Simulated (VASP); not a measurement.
Here is a VASP 6.6.1 calculation.

File INCAR:

```
PREC = Accurate ; ENCUT = 520
EDIFF = 1E-6 ; ISMEAR = 0
SIGMA = 0.1 ; LREAL = F
LASPH = T ; NELM = 60
ALGO = Normal ; ISIF = 2
LWAVE = F ; LCHARG = F
GGA = PE ; NBANDS = 11
```

The input KPOINTS:

```
regular mesh
0
Gamma
  20 20 20
```

File POSCAR:

```
Pt
1.0
   -1.5035006062      1.5035006062      1.5035006062
    1.5035006062     -1.5035006062      1.5035006062
    1.5035006062      1.5035006062     -1.5035006062
Pt
1
Direct
    0.0000000000      0.0000000000      0.0000000000
```

Potentials or basis: VASP PAW PBE potentials, release 64 (Pt).

Run with:

```sh
$ cat potpaw_PBE.64/Pt/POTCAR > POTCAR
$ mpirun -np 1 vasp_std > vasp.out
```

(1) Estimate the band gap on the k mesh.

(2) Estimate the pressure.

## Answers

(1) zero (band 5 reaches 14.45 eV, above the bottom of band 6 at 11.65 eV).

(2) 53.8 GPa.

Caveat: the cell differs from its parent crystal (Pd replaced by Pt, lengths x 0.987, strained); spin-orbit coupling is left out, which moves the levels of the heavy elements.
